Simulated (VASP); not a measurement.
# SiGe (P6_3mc) in VASP: notebook, part 3 of 3

VASP 6.6.1. Earlier steps stand in the parts before.

## 5. Single point, PBEsol (atoms shifted along a free coordinate)

INCAR

```
PREC = Accurate ; ENCUT = 520
EDIFF = 1E-7 ; ISMEAR = 0
SIGMA = 0.03 ; LREAL = F
LASPH = T ; NELM = 80
ALGO = Normal ; ISIF = 2
LWAVE = F ; LCHARG = F
GGA = PS ; NBANDS = 26
```

KPOINTS

```
Automatic mesh
0
Gamma
  12 12 6
```

POSCAR

```
SiGe
1.0
    3.9348495701      0.0000000000      0.0000000000
   -1.9674247851      3.4076796878      0.0000000000
    0.0000000000      0.0000000000      6.4999556106
Si Ge
2 2
Direct
    0.6666666667      0.3333333333      0.8745463082
    0.3333333333      0.6666666667      0.3745463082
    0.6666666667      0.3333333333      0.4771721773
    0.3333333333      0.6666666667     -0.0228278227
```

Run with:

```bash
$ cat potpaw_PBE.64/Si/POTCAR potpaw_PBE.64/Ge_d/POTCAR > POTCAR
$ mpirun -np 1 vasp_std > vasp.out
```

Wall time 2.3 min (1 thread of Intel Xeon Platinum 8259CL at 2.50GHz (Skylake/Cascade Lake), shared host); peak memory 0.29 GiB.

Results (log left out):

| Quantity | Value |
| --- | --- |
| Free energy | -21.0258 eV |
| Pressure | -1.3 GPa |
| Largest force | 1.322 eV/Å |
| Band gap on the k mesh | zero (bands 18 and 19 overlap by 0.25 eV) |

Forces on the atoms (eV/Å):
```
Si   0.000  0.000 -1.322
Si   0.000  0.000 -1.322
Ge   0.000  0.000  1.322
Ge   0.000  0.000  1.322
```

Stress tensor (GPa, compression positive):
```
 0.80  0.00  0.00
 0.00  0.80  0.00
 0.00  0.00 -5.53
```

Levels at points of the mesh, in eV from the Fermi level:
```csv
k point,band 15,band 16,band 17,band 18,band 19,band 20,band 21,band 22
"(0.00, 0.00, 0.00)",-1.94,-0.64,-0.64,-0.24,0.27,0.99,1.90,1.93
"(0.50, 0.00, 0.00)",-4.54,-3.50,-2.76,-2.12,-0.06,1.52,3.42,3.60
"(0.00, 0.00, 0.50)",-1.41,-1.41,-1.41,-1.41,0.53,0.53,2.76,2.76
"(0.50, 0.00, 0.50)",-2.92,-2.92,-2.44,-2.44,0.44,0.44,1.27,1.27
```

Caveat: the cell differs from its parent crystal (atoms shifted along a free coordinate); the stress differs along the axes, from -6 to 1 GPa; semilocal functionals underestimate gaps, and a narrow one can read as zero; the PAW data sets were made with another functional, which shifts forces and pressure a little.

## 6. Single point, PBEsol (atoms shifted along a free coordinate)

INCAR

```
PREC = Accurate
ENCUT = 520
EDIFF = 1E-7
ISMEAR = 0
SIGMA = 0.03
LREAL = False
LASPH = True
NELM = 60
ALGO = Normal
ISIF = 2
LWAVE = False
LCHARG = False
GGA = PS
NBANDS = 26
```

KPOINTS is that of step 5.

Edit POSCAR of step 5 so:

```diff
@@ -10,3 +10,3 @@
     0.3333333333      0.6666666667      0.3745463082
-    0.6666666667      0.3333333333      0.4771721773
-    0.3333333333      0.6666666667     -0.0228278227
+    0.6666666667      0.3333333333      0.5237332063
+    0.3333333333      0.6666666667      0.0237332063
```

Potentials or basis: VASP PAW PBE potentials, release 64 (Si, Ge_d).

Run with:

```bash
$ cat potpaw_PBE.64/Si/POTCAR potpaw_PBE.64/Ge_d/POTCAR > POTCAR
$ mpirun -np 1 vasp_std > vasp.out
```

OUTCAR:

```text
PREC = Accurate
   ENCUT = 520
   EDIFF = 1E-7
   ISMEAR = 0
   LREAL = False
   LASPH = True
   NELM = 60
   ISIF = 2
   GGA = PS

 ion  position               nearest neighbor table
   1  0.667  0.333  0.875-   3 2.28   4 2.47   4 2.47   4 2.47
   2  0.333  0.667  0.375-   4 2.28   3 2.47   3 2.47   3 2.47
   3  0.667  0.333  0.524-   1 2.28   2 2.47   2 2.47   2 2.47
   4  0.333  0.667  0.024-   2 2.28   1 2.47   1 2.47   1 2.47

  LATTYP: Found a hexagonal cell.
 ALAT       =     3.9348495701
 C/A-ratio  =     1.6518943087

  Lattice vectors:

 A1 = (   3.9348495701,   0.0000000000,   0.0000000000)
 A2 = (  -1.9674247851,   3.4076796878,   0.0000000000)
 A3 = (   0.0000000000,   0.0000000000,   6.4999556106)

Analysis of symmetry for initial positions (statically):
=====================================================================
 Subroutine PRICEL returns:
 Original cell was already a primitive cell.

 Routine SETGRP: Setting up the symmetry group for a
 hexagonal supercell.

 Subroutine GETGRP returns: Found 12 space group operations
 (whereof  6 operations were pure point group operations)
 out of a pool of 24 trial point group operations.

The static configuration has the point symmetry C_3v.
 The point group associated with its full space group is C_6v.

Analysis of symmetry for dynamics (positions and initial velocities):
=====================================================================
 Subroutine PRICEL returns:
 Original cell was already a primitive cell.

 Routine SETGRP: Setting up the symmetry group for a
 hexagonal supercell.

 Subroutine GETGRP returns: Found 12 space group operations
 (whereof  6 operations were pure point group operations)
 out of a pool of 24 trial point group operations.

The dynamic configuration has the point symmetry C_3v.
 The point group associated with its full space group is C_6v.

[... 119 lines left out ...]
   IALGO  =     38    algorithm
   IMIX   =      4    mixing-type and parameters
     AMIX     =   0.40;   BMIX     =  1.00
     AMIX_MAG =   1.60;   BMIX_MAG =  1.00
  volume/ion in A,a.u.               =      21.79       147.04
  Fermi-wavevector in a.u.,A,eV,Ry     =   1.219205  2.303962 20.224512  1.486460
  Thomas-Fermi vector in A             =   2.354465
   LORBIT       =      0    0 simple, 1 ext, 2 COOP (PROOUT), +10 PAW based schemes
   GGA     = PS    functional components
   LHFCALC =     F    Hartree Fock is set to
   AEXX    =    0.0000 exact exchange contribution
   IVDW    =     0    specifies the selected vdW correction
   LEPSILON=     F    determine dielectric tensor
   LRPA    =     F    only Hartree local field effects (RPA)
 non-spin polarized calculation
 Gauss-broadening in eV      SIGMA  =   0.03
  energy-cutoff  :      520.00
  volume of cell :       87.16
 maximum number of plane-waves:      2382
 NGX is ok and might be reduce to    30
   NGX = 15   NGY = 15   NGZ = 25

 number of electron      36.0000015 magnetization

 Free energy of the ion-electron system (eV)
  ---------------------------------------------------
  ext. energy  EPLUGINS =         0.00000000
  ---------------------------------------------------
  free energy    TOTEN  =       -20.94441652 eV

  energy without entropy =      -20.94409897  energy(sigma->0) =      -20.94425775

 E-fermi :   5.5132     XC(G=0):  -9.7761

 val. band max:        5.5089270132   @ k =   0.4167   0.0000   0.3333
 cond. band min:       5.5334764719   @ k =   0.5000  -0.0000   0.3333
 fundamental gap:      0.0245494587
 Fermi energy:         5.5131518588

 k-point     1 :       0.0000    0.0000    0.0000
  band No.  band energies     occupation
      1     -19.2589      2.00000
      2     -19.2578      2.00000
      3     -19.2379      2.00000
      4     -19.2379      2.00000
      5     -19.2342      2.00000
      6     -19.2342      2.00000
[... 685 lines left out ...]
     25      12.3040      0.00000
     26      12.6191      0.00000

 [... further k-points ...]

------------------------ aborting loop because EDIFF is reached ----------------------------------------

  FORCE on cell =-STRESS in cart. coord.  units (eV):
  Direction    XX          YY          ZZ          XY          YZ          ZX
  --------------------------------------------------------------------------------------
  -------------------------------------------------------------------------------------
  Total       -2.4527608     -2.4527608      2.5353523      0.0000000     -0.0000000     -0.0000000
  in kB      -45.0887813    -45.0887813     46.6070493      0.0000000     -0.0000000     -0.0000000
  external PRESSURE =     -14.5235044 kB  Pullay stress =       0.0000000 kB

 VOLUME and BASIS-vectors are now :
 -----------------------------------------------------------------------------
  energy-cutoff  :      520.00
  volume of cell :       87.16
      direct lattice vectors                 reciprocal lattice vectors
     3.934849570  0.000000000  0.000000000     0.254139322  0.146727406  0.000000000
    -1.967424785  3.407679688  0.000000000     0.000000000  0.293454811  0.000000000
     0.000000000  0.000000000  6.499955611     0.000000000  0.000000000  0.153847204

 POSITION                                       TOTAL-FORCE (eV/Angst)
 -----------------------------------------------------------------------------------
      1.96742      1.13589      5.68451        -0.000000     -0.000000      2.091190
     -0.00000      2.27179      2.43453         0.000000      0.000000      2.091190
      1.96742      1.13589      3.40424        -0.000000      0.000000     -2.091190
     -0.00000      2.27179      0.15426        -0.000000      0.000000     -2.091190
 -----------------------------------------------------------------------------------
    total drift:                                0.000001      0.000001      0.004375

  FREE ENERGIE OF THE ION-ELECTRON SYSTEM (eV)
  ---------------------------------------------------
  free  energy   TOTEN  =       -20.9444165183 eV

  energy  without entropy=      -20.9440989749  energy(sigma->0) =      -20.94425775
```

Wall time 2.2 min (1 thread of Intel Xeon Platinum 8259CL at 2.50GHz (Skylake/Cascade Lake), shared host); peak memory 0.29 GiB.

Results:

* Free energy: -20.9444 eV
* Pressure: -1.5 GPa
* Largest force: 2.091 eV/Å
* Band gap on the k mesh: zero (bands 18 and 19 overlap by 0.21 eV)

Forces in eV/Å, atoms in the order of the input:
```
Si   0.000  0.000  2.091
Si   0.000  0.000  2.091
Ge   0.000  0.000 -2.091
Ge   0.000  0.000 -2.091
```

Caveat: the cell differs from its parent crystal (atoms shifted along a free coordinate); the stress differs along the axes, from -5 to 5 GPa; semilocal functionals underestimate gaps, and a narrow one can read as zero; the PAW data sets were made with another functional, which shifts forces and pressure a little.

## 7. Overview

```tsv
cell	gap on the mesh (eV)	pressure (GPa)	largest force (eV/Å)
a = 3.900, b = 3.900, c = 6.443 Å, angles 90.0, 90.0, 120.0°, 4 atoms, atomic positions A	none	0.6	2.18
a = 3.900, b = 3.900, c = 6.443 Å, angles 90.0, 90.0, 120.0°, 4 atoms, atomic positions B	none	0.8	1.39
a = 3.900, b = 3.900, c = 6.443 Å, angles 90.0, 90.0, 120.0°, 4 atoms, atomic positions C	none	0.2	1.38
a = 3.935, b = 3.935, c = 6.500 Å, angles 90.0, 90.0, 120.0°, 4 atoms, atomic positions B	none	-1.3	1.32
a = 3.935, b = 3.935, c = 6.500 Å, angles 90.0, 90.0, 120.0°, 4 atoms, atomic positions A	none	-1.5	2.09
```

Alike in all rows: task single point; level PBEsol; potentials or basis VASP PAW PBE potentials, release 64 (Si, Ge_d); no spin polarisation; k mesh 12 × 12 × 6; cutoff (eV) 520; smearing gaussian 0.03 eV.

Caveats: semilocal functionals underestimate gaps, and a narrow one can read as zero; the PAW data sets were made with another functional, which shifts forces and pressure a little; the stress differs along the axes, from -3 to 8 GPa (at least some runs); the stress differs along the axes, from -4 to 3 GPa (at least some runs); the stress differs along the axes, from -2 to 4 GPa (at least some runs); the stress differs along the axes, from -6 to 1 GPa (at least some runs); the stress differs along the axes, from -5 to 5 GPa (at least some runs).

Absolute energies hang on the potentials; compare differences alone.

The gap in the log of VASP goes by the Fermi energy; the results here count the filled bands.